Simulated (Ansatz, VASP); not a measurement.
## One calculation of Ni, two programs

```
CELL_PARAMETERS angstrom
0.00000 1.76194 1.76194
-1.76194 1.76194 0.00000
-3.52387 -3.52387 3.52387
ATOMIC_POSITIONS crystal
Ni 0.00000 0.00000 0.00000
Ni 0.33333 0.33333 0.33333
Ni 0.66667 0.66667 0.66667
```

Alike in both runs: task single point; functional LDA; k mesh 14 × 14 × 5; occupations fermi-dirac, width 0.1 eV; no spin polarisation.

|  | VASP | Ansatz |
| --- | --- | --- |
| version | VASP 6.6.1 | Ansatz 0.2.0 |
| potentials or method | VASP PAW LDA potentials, release 64 (Ni) | PAW with Ansatz's default frozen-core files, scalar-relativistic |
| plane-wave cutoff (eV) | 520 | 420 |
| valence electrons in the cell | 30 | 54 |

Ansatz gave:

- pressure (GPa): -18.3

Task: Which values does VASP return?

Result: Pressure (GPa): -18.1.

LDA's correlation is that of Perdew and Zunger in VASP and of Perdew and Wang (1992) in Ansatz. VASP's potentials hold 30 valence electrons a cell and Ansatz's 54, so a difference there can come from the potentials and not from the codes.
